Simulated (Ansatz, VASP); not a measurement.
**One calculation of MnGa3, two programs**

```
CELL_PARAMETERS angstrom
0.00000 3.10430 3.10430
3.10430 0.00000 3.10430
3.10430 3.10430 0.00000
ATOMIC_POSITIONS crystal
Ga 0.25000 0.25000 0.25000
Ga 0.75000 0.75000 0.75000
Ga 0.50000 0.50000 0.50000
Mn 0.00000 0.00000 0.00000
```

Alike in both runs: functional PBE; k mesh 12 × 12 × 12; occupations gaussian, width 0.1 eV; no spin polarisation.

Ansatz relaxed the structure, and its values are those at the end. VASP's run is a single point on that final structure, the one shown.

|  | VASP | Ansatz |
| --- | --- | --- |
| version | VASP 6.6.1 | Ansatz 0.2.0 |
| potentials or method | VASP PAW PBE potentials, release 64 (Ga_d, Mn_pv), cutoff 520 eV | scalar-relativistic, plane waves, PAW |
| valence electrons in the cell | 52 | 54 |

|  | VASP | Ansatz | Ansatz less VASP |
| --- | --- | --- | --- |
| gap on the k mesh at the Fermi level (eV) | none | none | - |
| pressure (GPa) | 0.2 | 0.0 | -0.19 |

A gap of «none» marks a metal or a gap that the smearing closes. The functional is the same, so the differences come from potentials, cutoffs and numerics. VASP's potentials hold 52 valence electrons a cell and Ansatz's 54, so a difference there can come from the potentials and not from the codes.
